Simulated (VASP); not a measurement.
# SnSe: single point with PBEsol

Crystal: SnSe.

```
Sn Se
1.0
     0.00000    2.98300    2.98300
     2.98300    0.00000    2.98300
     2.98300    2.98300    0.00000
Sn Se
1 1
Cartesian
  0.0000 0.0000 0.0000
  2.9830 2.9830 2.9830
```

```yaml
Program: VASP 6.6.1
Task: single point
Functional: PBEsol
Potentials_or_basis: VASP PAW PBE potentials, release 64 (Sn_d, Se)
Cutoff: 500 eV
k_mesh: 6 × 6 × 6
Occupations: gaussian, width 0.01 eV
Spin: no spin polarisation
```

```yaml
Pressure: -0.9 GPa
Band_gap_on_the_k_mesh: 0.77 eV, direct
```

Levels at points of the mesh, in eV from the valence-band top:
| k point | band 8 | band 9 | band 10 | band 11 | band 12 | band 13 |
| --- | --- | --- | --- | --- | --- | --- |
| (0.00, 0.00, 0.00) | -2.16 | -2.16 | -2.16 | 4.49 | 4.49 | 4.49 |
| (0.50, 0.00, 0.00) | -1.91 | -1.91 | 0.00 | 0.77 | 1.30 | 1.30 |
| (0.50, 0.50, 0.00) | -5.59 | -3.68 | -3.68 | 2.93 | 5.58 | 5.58 |

It took 26 s on 1 thread of Intel Xeon 8259CL, on a shared host, peak memory 0.18 GiB.

Caveat: the PAW data sets were made with another functional, which shifts forces and pressure a little; spin-orbit coupling is left out, which moves the levels of the heavy elements. A k mesh can miss the band edges.
